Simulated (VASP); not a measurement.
A run of VASP 6.6.1:

The input INCAR:

```
SYSTEM = MoS2
ALGO = Normal
EDIFF = 1E-6
ENCUT = 520
GGA = PE
ISIF = 2
ISMEAR = 0
LASPH = .TRUE.
LCHARG = .TRUE.
LELF = .TRUE.
LREAL = .FALSE.
LVHAR = .TRUE.
LWAVE = .FALSE.
NBANDS = 35
NELM = 100
PREC = Accurate
SIGMA = 0.013000000000000001
```

The input KPOINTS:

```
k-points
0
G
  10 10 3
  0 0 0
```

POSCAR

```
MoS2
1.0
    3.1690000000      0.0000000000      0.0000000000
   -1.5845000000      2.7444345046      0.0000000000
    0.0000000000      0.0000000000     12.3240000000
Mo S
2 4
Direct
    0.6666666667      0.3333333333      0.7500000000
    0.3333333333      0.6666666667      0.2500000000
    0.6666666667      0.3333333333      0.3770000000
    0.3333333333      0.6666666667      0.8770000000
    0.6666666667      0.3333333333      0.1230000000
    0.3333333333      0.6666666667      0.6230000000
```

Potentials or basis: VASP PAW PBE potentials, release 64 (Mo_sv, S).

The run is started by

```bash
$ cat potpaw_PBE.64/Mo_sv/POTCAR potpaw_PBE.64/S/POTCAR > POTCAR
$ mpirun -np 1 vasp_std > vasp.out
```

Hardware: 1 thread of Intel Xeon 8259CL, on a shared host.

Problem. Estimate the wall time of this run.

Solution. Wall time 110 s on 1 thread of Intel Xeon 8259CL, with other jobs on the host, peak memory 0.27 GiB. Counts: scf iterations 15, k points 28.
